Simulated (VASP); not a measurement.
Wanted: the native input for a VASP 6.6.1 run.

* Task: relaxation of cell and atoms
* Functional: PBE
* Dispersion: D3(BJ)
* Potentials or basis: VASP PAW PBE potentials, release 64 (Mg)
* Cutoff: 600 eV
* k mesh: 10 × 10 × 5
* Occupations: fermi-dirac, width 0.05 eV
* Spin: no spin polarisation
* Dipole correction: no
* Further INCAR settings: ALGO = Normal; EDIFF = 1e-07; IBRION = 2; EDIFFG = -0.005; NSW = 80; ISIF = 3

The structure of Mg lies in POSCAR:

```
Mg
1.0
    3.2093000000      0.0000000000      0.0000000000
   -1.6046500000      2.7793353284      0.0000000000
    0.0000000000      0.0000000000      5.2103000000
Mg
2
Direct
    0.6666666667      0.3333333333      0.7500000000
    0.3333333333      0.6666666667      0.2500000000
```

These files were run (other wordings do the same):

INCAR

```
PREC     = Accurate       # precision mode
ENCUT    = 600            # plane-wave cutoff, eV
EDIFF    = 1E-7           # SCF threshold, eV
ISMEAR   = -1             # smearing method
SIGMA    = 0.05           # smearing width, eV
LREAL    = False          # projectors in reciprocal space
LASPH    = True           # aspherical terms in the spheres
NELM     = 100            # most SCF steps
ALGO     = Normal         # electronic algorithm
ISIF     = 3              # what is computed and relaxed
LWAVE    = False          # write WAVECAR
LCHARG   = False          # write CHGCAR
GGA      = PE             # functional
IVDW     = 12             # dispersion correction
IBRION   = 2              # ionic algorithm
NSW      = 80             # ionic steps
EDIFFG   = -0.005         # ionic threshold
```

KPOINTS

```
regular mesh
0
Gamma
  10 10 5
```

Potentials or basis: VASP PAW PBE potentials, release 64 (Mg).

Launch:

```bash
$ cat potpaw_PBE.64/Mg/POTCAR > POTCAR
$ mpirun -np 1 vasp_std > vasp.out
```

Results of the run:

| Property | Result |
| --- | --- |
| Relaxed volume | 21.72 Å³/atom |
| Relaxed cell | a = 3.109 Å, b = 3.109 Å, c = 5.190 Å, α = 90.00°, β = 90.00°, γ = 120.00° |
| Space group after relaxing (to 0.05 Å) | P6_3/mmc (No. 194) |
| Energy gained by relaxing | 14.5 meV/atom |
| Ionic steps | 8 |
| Pressure after relaxing | 0.0 GPa |
| Band gap on the k mesh | zero (band 2 reaches 3.48 eV, above the bottom of band 3 at 1.43 eV) |
| Dispersion energy per atom | -0.300 eV |

Caveat: pairwise dispersion overbinds metals, which lowers pressure and volume.

Run time: 48 s on 1 thread of Intel Xeon 6975P-C (shared host), peak memory 0.2 GiB.
